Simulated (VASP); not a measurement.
**Li12NO: single point with PBE**

Li12NO, a slab with vacuum:

```
Li N O
1.0
     5.94517    0.00000    0.00000
    -1.98172    5.60516    0.00000
     0.00000    0.00000   22.68313
Li N O
12 1 1
Direct
  0.25000 0.25000 0.17634
  0.25000 0.75000 0.17634
  0.75000 0.25000 0.17634
  0.75000 0.75000 0.17634
  0.00000 0.00000 0.27942
  0.00000 0.50000 0.27942
  0.50000 0.00000 0.27942
  0.50000 0.50000 0.27942
  0.25000 0.25000 0.38280
  0.25000 0.75000 0.38280
  0.75000 0.25000 0.38280
  0.75000 0.75000 0.38280
  0.91667 0.58333 0.42071
  0.06553 0.73219 0.44673
```

| Property | Result |
| --- | --- |
| Program | VASP 6.6.1 |
| Task | single point |
| Functional | PBE |
| Potentials or basis | VASP PAW PBE potentials, release 64 (Li_sv, N, O) |
| Cutoff | 520 eV |
| k mesh | 5 × 5 × 1 |
| Occupations | gaussian, width 0.1 eV |
| Spin | collinear spin, ferromagnetic start |
| Starting moments | [0.0, 0.0, 0.0, 0.0, 0.0, 0.0, 0.0, 0.0, 0.0, 0.0, 0.0, 0.0, 1.0, 0.0] μB |
| Dipole correction | yes |
| Further INCAR settings | ALGO = Normal; EDIFF = 1e-07; NBANDS = 40 |

The largest force is 8.232 eV/Å. The net moment is 1.10 μB per cell. The site moments are Li +0.00, -0.00, -0.01, +0.01; N +0.47; O +0.35 μB. The valence electrons inside the program's atomic spheres are Li 2.07, 2.08, 2.06, 2.09, 2.10; N 3.80; O 5.16.

Forces in eV/Å, atoms in the order of the input:
```
Li   0.006 -0.012 -0.005
Li  -0.017  0.013 -0.001
Li   0.004  0.018  0.002
Li   0.009 -0.017 -0.004
Li  -0.037  0.025 -0.093
Li   0.016  0.017  0.035
Li   0.043 -0.018  0.060
Li  -0.043 -0.015 -0.071
Li  -0.083  0.024  0.050
Li   0.175 -0.036 -0.457
Li  -0.010  0.810  0.247
Li  -0.458  0.280 -0.343
N   -2.919 -6.656 -3.866
O    3.315  5.567  4.445
```

Levels at points of the mesh, in eV from the Fermi level:
Spin up:
| k point | band 21 | band 22 | band 23 | band 24 | band 25 | band 26 | band 27 | band 28 |
| --- | --- | --- | --- | --- | --- | --- | --- | --- |
| (0.00, 0.00, 0.00) | -0.94 | -0.24 | 0.01 | 0.03 | 0.18 | 0.23 | 0.56 | 0.79 |
Spin down:
| k point | band 20 | band 21 | band 22 | band 23 | band 24 | band 25 | band 26 | band 27 |
| --- | --- | --- | --- | --- | --- | --- | --- | --- |
| (0.00, 0.00, 0.00) | -0.57 | -0.25 | -0.02 | 0.03 | 0.11 | 0.21 | 0.26 | 0.58 |

Wall time 22 min on 4 MPI ranks on AMD EPYC 7R13 Processor (Zen 3), with other jobs on the host, peak memory 1.6 GiB a rank.

Caveat: the standard files for N, O and F lose accuracy on very short bonds.
